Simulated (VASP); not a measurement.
Wanted: the native input for a VASP 6.6.1 run.

- Task: single point
- Functional: LDA
- Potentials or basis: VASP PAW LDA potentials, release 64 (Ir, C)
- Cutoff: 520 eV
- k mesh: 12 × 12 × 1
- Occupations: gaussian, width 0.1 eV
- Spin: collinear spin
- Starting moments: [0.0, 0.0, 0.0, 2.0] μB
- Dipole correction: yes
- Further INCAR settings: ALGO = Normal; EDIFF = 1e-06; NBANDS = 28

The structure of Ir3C lies in POSCAR:

```
Ir3C
1.0
    2.6946510889      0.0000000000      0.0000000000
   -1.3473255444      2.3336362973      0.0000000000
    0.0000000000      0.0000000000     21.2769546740
Ir C
3 1
Direct
    0.6666666667      0.3333333333      0.1879968286
    0.3333333333      0.6666666667      0.2885049938
    0.0000000000      0.0000000000      0.3890103072
    0.0000000000      0.0000000000      0.5173181427
```

One way to write it, as run:

INCAR

```
PREC = Accurate
ENCUT = 520
EDIFF = 1E-6
ISMEAR = 0
SIGMA = 0.1
LREAL = F
LASPH = T
NELM = 150
ALGO = Normal
ISIF = 2
LWAVE = F
LCHARG = F
ISPIN = 2
MAGMOM = 0 0 0 2
LORBIT = 11
LMAXMIX = 4
LDIPOL = T
IDIPOL = 3
DIPOL = 0.5 0.5 0.346
GGA = CA
NBANDS = 28
```

KPOINTS

```
Automatic mesh
0
Gamma
  12 12 1
```

Potentials or basis: VASP PAW LDA potentials, release 64 (Ir, C).

The run is started by

```console
$ cat potpaw_LDA.64/Ir/POTCAR potpaw_LDA.64/C/POTCAR > POTCAR
$ mpirun -np 1 vasp_std > vasp.out
```

It gave:

- Largest force: 2.054 eV/Å
- Net moment: 0.00 μB per cell
- Valence electrons inside the program's atomic spheres: Ir 8.29, 8.53, 8.27; C 1.92

Run time: 3.2 min on 1 thread of Intel(R) Xeon(R) Platinum 8488C (Sapphire Rapids), on a shared host, peak memory 0.28 GiB.
